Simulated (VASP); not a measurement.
# SnO: single point with LDA

The system is SnO.

```
CELL_PARAMETERS angstrom
3.27113 0.00000 0.00000
0.00000 5.67410 0.00000
0.00000 0.00000 4.22197
ATOMIC_POSITIONS crystal
Sn 0.00000 0.23191 0.51314
Sn 0.50000 0.76809 0.01314
O 0.00000 0.89125 0.73686
O 0.50000 0.10875 0.23686
```

This cell differs from its parent crystal: strain -0.0250 x Voigt [1, 0, 0, 0, 0, 0].

* Program: VASP 6.6.1
* Task: single point
* Functional: LDA
* Potentials or basis: VASP PAW LDA potentials, release 64 (Sn_d, O)
* Cutoff: 520 eV
* k mesh: 8 × 6 × 6
* Occupations: gaussian, width 0.05 eV
* Spin: no spin polarisation
* Dipole correction: no
* Further INCAR settings: ALGO = Normal; EDIFF = 1e-07; NBANDS = 28

| Property | Result |
| --- | --- |
| Pressure | -3.1 GPa |
| Largest force | 0.364 eV/Å |
| Band gap on the k mesh | 1.39 eV (least direct gap 1.95 eV) |

Forces in eV/Å, atoms in the order of the input:
```
Sn   0.000 -0.364 -0.020
Sn   0.000  0.364 -0.020
O    0.000  0.237  0.020
O    0.000 -0.237  0.020
```

Stress tensor (GPa, compression positive):
```
-2.29  0.00  0.00
 0.00 -3.79  0.00
 0.00  0.00 -3.14
```

Levels at points of the mesh, in eV from the valence-band top:
```tsv
k point	band 18	band 19	band 20	band 21	band 22	band 23
(0.00, 0.00, 0.00)	-2.64	-2.12	-0.02	2.68	3.23	5.89
(0.50, 0.00, 0.00)	-2.64	-1.15	-1.15	2.53	2.53	5.56
(0.00, 0.50, 0.00)	-2.66	-1.63	-1.39	3.19	3.99	4.84
(0.50, 0.50, 0.00)	-2.71	-0.82	-0.82	1.88	1.88	6.36
(0.00, 0.00, 0.50)	-3.18	-1.68	-1.68	2.80	2.80	5.20
(0.50, 0.00, 0.50)	-3.18	-0.99	-0.99	2.12	2.12	4.64
(0.00, 0.50, 0.50)	-2.98	-1.53	-1.53	1.97	1.97	6.03
(0.50, 0.50, 0.50)	-3.45	-0.36	-0.36	2.46	2.46	4.17
```

Wall time 55 s on 1 thread of Intel(R) Xeon(R) 6975P-C (Granite Rapids), on a shared host, peak memory 0.26 GiB.

Caveat: the cell differs from its parent crystal (strain -0.0250 x Voigt [1, 0, 0, 0, 0, 0]); the cell stands under tension; spin-orbit coupling is left out, which moves the levels of the heavy elements. A k mesh can miss the band edges.
